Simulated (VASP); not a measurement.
Ge: single point with PBEsol

Ge:

```
CELL_PARAMETERS angstrom
3.01002 0.00000 0.00000
-1.50501 2.60676 0.00000
0.00000 0.00000 4.67765
ATOMIC_POSITIONS crystal
Ge 0.33333 0.66667 0.25000
Ge 0.66667 0.33333 0.75000
```

This isn't the form of Ge at room conditions, which is diamond.

- Program: VASP 6.6.1
- Task: single point
- Functional: PBEsol
- Potentials or basis: VASP PAW PBE potentials, release 64 (Ge_d)
- Cutoff: 520 eV
- k mesh: 14 × 14 × 8
- Occupations: fermi-dirac, width 0.1 eV
- Spin: no spin polarisation
- Dipole correction: no
- Further INCAR settings: ALGO = Normal; EDIFF = 1e-06; NBANDS = 21

| Property | Result |
| --- | --- |
| Pressure | 0.2 GPa |
| Band gap on the k mesh | zero (bands 14 and 15 overlap by 9.40 eV) |

Stress tensor (GPa, compression positive):
```
-0.65  0.00  0.00
 0.00 -0.65  0.00
 0.00  0.00  1.98
```

Levels at points of the mesh, in eV from the Fermi level:
```csv
k point,band 12,band 13,band 14,band 15,band 16,band 17
"(0.00, 0.00, 0.00)",-7.34,-5.54,6.26,6.26,8.41,8.41
"(0.50, 0.00, 0.00)",-7.27,-2.26,-1.19,-1.01,1.34,2.18
"(0.00, 0.00, 0.50)",-11.72,2.08,2.08,7.44,7.44,7.44
"(0.50, 0.00, 0.50)",-7.16,-5.03,-5.03,3.89,3.89,5.06
```

Wall time 98 s on 1 thread of Intel Xeon 8259CL, on a shared host, peak memory 0.2 GiB.

Caveat: the PAW data sets were made with another functional, which shifts forces and pressure a little.
